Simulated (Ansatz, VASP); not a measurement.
**Two plane-wave programs on CoSn2**

Contents of INCAR:

```
SYSTEM = CoSn2
PREC = Accurate ; ENCUT = 520
EDIFF = 1E-6 ; ISMEAR = -1
SIGMA = 0.2 ; LREAL = .False.
LASPH = .True. ; NELM = 100
ALGO = Fast ; ISIF = 2
LWAVE = .False. ; LCHARG = .True.
GGA = PS ; LELF = .True.
LVHAR = .True. ; NBANDS = 46
```

The input KPOINTS:

```
Automatic mesh
0
Gamma
  8 8 8
  0 0 0
```

POSCAR

```
CoSn2
1.0
   -3.1825000000      3.1825000000      2.7285000000
    3.1825000000     -3.1825000000      2.7285000000
    3.1825000000      3.1825000000     -2.7285000000
Co Sn
2 4
Direct
    0.2500000000      0.2500000000      0.0000000000
    0.7500000000      0.7500000000      0.0000000000
    0.6580000000      0.1580000000      0.8160000000
    0.1580000000      0.3420000000      0.5000000000
    0.3420000000      0.8420000000      0.1840000000
    0.8420000000      0.6580000000      0.5000000000
```

Input for Ansatz:

```yaml
crystal:
  lattice:
    - [-3.1825, 3.1825, 2.7285]
    - [3.1825, -3.1825, 2.7285]
    - [3.1825, 3.1825, -2.7285]
  atoms:
    - { symbol: Co, position: [0.25, 0.25, 0.0] }
    - { symbol: Co, position: [0.75, 0.75, 0.0] }
    - { symbol: Sn, position: [0.658, 0.158, 0.816] }
    - { symbol: Sn, position: [0.158, 0.342, 0.5] }
    - { symbol: Sn, position: [0.342, 0.842, 0.184] }
    - { symbol: Sn, position: [0.842, 0.658, 0.5] }
basis:
  ecutwfc: 420
kpoints:
  mp_grid: { grid: [8, 8, 8] }
hamiltonian:
  xc: pbesol
scf:
  occupations: { method: fermi_dirac, width: 0.2 }
output:
  forces: true
  stress: true
  eigenvalues: true
```

Alike in both runs: task single point; functional PBEsol; k mesh 8 × 8 × 8; occupations fermi-dirac, width 0.2 eV; no spin polarisation.

```csv
,VASP,Ansatz
version,VASP 6.6.1,Ansatz 0.2.0
potentials or method,"VASP PAW PBE potentials, release 64 (Co, Sn_d), cutoff 520 eV","scalar-relativistic, plane waves, PAW"
valence electrons in the cell,74,90
```

|  | VASP | Ansatz | Ansatz less VASP |
| --- | --- | --- | --- |
| gap on the k mesh at the Fermi level (eV) | none | none | - |
| pressure (GPa) | -3.5 | -3.4 | +0.09 |
| traceless stress, the component that is largest in VASP (GPa) | -0.52 | -0.55 | -0.030 |
| rms of the force components (eV/Å) | 0.405 | 0.403 | -0.0017 |

VASP's potentials were made for PBE, not for PBEsol. Atom by atom the forces differ by 0.002 eV/Å (rms over components). A gap of «none» marks a metal or a gap that the smearing closes. The functional is the same, so the differences come from potentials, cutoffs and numerics. VASP's potentials hold 74 valence electrons a cell and Ansatz's 90, so a difference there can come from the potentials and not from the codes.
